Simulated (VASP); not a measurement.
Wanted: the native input for a VASP 6.6.1 run.

* Task: single point
* Functional: RPBE
* Potentials or basis: VASP PAW PBE potentials, release 64 (P)
* Cutoff: 520 eV
* k mesh: 5 × 5 × 4
* Occupations: fermi-dirac, width 0.05 eV
* Spin: no spin polarisation
* Dipole correction: no
* Further INCAR settings: ALGO = Normal; EDIFF = 1e-06; NBANDS = 18

The structure of P lies in POSCAR:

```
P
1.0
    1.6477431241     -5.4650377251      0.0000000000
    1.6477431241      5.4650377251      0.0000000000
    0.0000000000      0.0000000000      4.5436355900
P
4
Direct
    0.9041431300      0.0958568700      0.5888151700
    0.0958568700      0.9041431300      0.4111848300
    0.5958568700      0.4041431300      0.0888151700
    0.4041431300      0.5958568700      0.9111848300
```

One way to write it, as run:

INCAR

```
SYSTEM = P
ALGO = Normal
EDIFF = 1E-6
ENCUT = 520
GGA = RP
ISIF = 2
ISMEAR = -1
LASPH = .True.
LCHARG = .True.
LELF = .True.
LREAL = .False.
LVHAR = .True.
LWAVE = .False.
NBANDS = 18
NELM = 60
PREC = Accurate
SIGMA = 0.05
```

KPOINTS

```
k-points
0
Gamma
  5 5 4
  0 0 0
```

Potentials or basis: VASP PAW PBE potentials, release 64 (P).

Launch:

```sh
$ cat potpaw_PBE.64/P/POTCAR > POTCAR
$ mpirun -np 1 vasp_std > vasp.out
```

Results of the run:

```json
{
 "Pressure": "3.4 GPa",
 "Largest force": "0.283 eV/Å",
 "Band gap on the k mesh": "0.51 eV, direct"
}
```

Caveat: the PAW data sets were made with another functional, which shifts forces and pressure a little.

Wall time 31 s on 1 thread of Intel(R) Xeon(R) Platinum 8559C (Emerald Rapids), with other jobs on the host, peak memory 0.22 GiB.
